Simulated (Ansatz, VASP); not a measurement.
**One calculation of O, two programs**

```
CELL_PARAMETERS angstrom
2.79319 -1.62848 0.00000
2.79319 1.62848 0.00000
-2.34561 0.00000 3.57260
ATOMIC_POSITIONS crystal
O 0.97455 0.97455 0.84443
O 0.02545 0.02545 0.15557
```

Change from the starting cell: volume scaled by 0.94.

Alike in both runs: task single point; functional PBE; k mesh 10 × 10 × 7; occupations fermi-dirac, width 0.05 eV; no spin polarisation.

|  | VASP | Ansatz |
| --- | --- | --- |
| version | VASP 6.6.1 | Ansatz 0.2.0 |
| potentials or method | VASP PAW PBE potentials, release 64 (O), cutoff 520 eV | all-electron LAPW, scalar-relativistic |

|  | VASP | Ansatz | Ansatz less VASP |
| --- | --- | --- | --- |
| gap on the k mesh at the Fermi level (eV) | none | none | - |
| pressure (GPa) | 3.9 | 1.4 | -2.47 |
| traceless stress, the component that is largest in VASP (GPa) | 8.62 | 4.26 | -4.359 |
| rms of the force components (eV/Å) | 1.691 | 0.878 | -0.8129 |

Atom by atom the forces differ by 0.816 eV/Å (rms over components). A gap of «none» marks a metal or a gap that the smearing closes. Ansatz ran all-electron here, and VASP with PAW potentials.

Noted on VASP's run: the standard files for N, O and F lose accuracy on very short bonds; spin is off for a triplet molecule. Noted on Ansatz's run: spin is off for a triplet molecule.
